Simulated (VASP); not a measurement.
Runs of VASP 6.6.1 on KI. The structure is that of space group F-43m (No. 216), or close to it. The cells are those of the table. 

```csv
task,cell,cutoff (eV),smearing,gap on the mesh (eV),pressure (GPa)
single point,"a = 5.653 Å, angles 120.0, 120.0, 89.9°, 2 atoms",520,gaussian 0.02 eV,3.89,0.0
relaxation of cell and atoms,"relaxed from a = 5.653 Å, angles 120.0, 120.0, 89.9°, 2 atoms",600,gaussian 0.02 eV,3.89,0.0
relaxation of cell and atoms,"relaxed from a = 5.329 Å, angles 120.0, 120.0, 89.9°, 2 atoms",600,gaussian 0.02 eV,3.89,0.0
single point,"a = 5.329 Å, angles 120.0, 120.0, 89.9°, 2 atoms",520,gaussian 0.1 eV,(a),1.9
```

Alike in all rows: level PBE; potentials or basis VASP PAW PBE potentials, release 64 (K_sv, I); no spin polarisation; k mesh 6 × 6 × 6.

Question: Fill in the values left out.

Answer: (a) 4.18.

Caveats: spin-orbit coupling is left out, which moves the levels of the heavy elements; the relaxation stopped at its first step, so nothing moved (some runs).

A k mesh can miss the band edges, and the runs leave out spin-orbit coupling on I.
